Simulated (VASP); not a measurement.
A run of VASP 6.6.1 is set up as follows.

File POSCAR:

```
GdN
1.0
    3.3529741404      0.0000000000      0.0000000000
   -1.6764870702      2.9037607838      0.0000000000
    0.0000000000      0.0000000000      3.0495279852
Gd N
1 1
Direct
    0.0000000000      0.0000000000      0.0000000000
    0.6666666667      0.3333333333      0.5000000000
```

Contents of INCAR.step1:

```
PREC = Accurate
ENCUT = 520
EDIFF = 1E-7
ISMEAR = 0
SIGMA = 0.05
LREAL = False
LASPH = True
NELM = 150
ALGO = Normal
ISIF = 2
LWAVE = False
LCHARG = True
ISPIN = 2
MAGMOM = 7.52 0
LMAXMIX = 6
GGA = PS
NBANDS = 22
```

Contents of KPOINTS.step1:

```
Automatic mesh
0
Gamma
  10 10 10
```

File INCAR.step2:

```
PREC = Accurate
ENCUT = 520
EDIFF = 1E-7
ISMEAR = -5
SIGMA = 0.05
LREAL = False
LASPH = True
NELM = 150
ALGO = Normal
ISIF = 2
LWAVE = False
LCHARG = False
ISPIN = 2
MAGMOM = 7.52 0
LORBIT = 10
LMAXMIX = 6
GGA = PS
NBANDS = 22
NEDOS = 2001
ICHARG = 11
```

KPOINTS.step2

```
Automatic mesh
0
Gamma
  15 15 15
```

Potentials or basis: VASP PAW PBE potentials, release 64 (Gd, N).

Launch:

```console
$ cat potpaw_PBE.64/Gd/POTCAR potpaw_PBE.64/N/POTCAR > POTCAR
$ cp INCAR.step1 INCAR
$ cp KPOINTS.step1 KPOINTS
$ mpirun -np 1 vasp_std > vasp.out
$ cp INCAR.step2 INCAR
$ cp KPOINTS.step2 KPOINTS
$ mpirun -np 1 vasp_std > vasp.out
```

Question: Estimate the net moment.

Answer: 7.00 μB per cell.

Question: Predict the site moments.

Answer: Gd +6.79; N -0.05 μB.

Caveat: a cell with one magnetic atom can't hold antiferromagnetic order, which such compounds often take. The state reached can hang on the start; a lower one may exist.
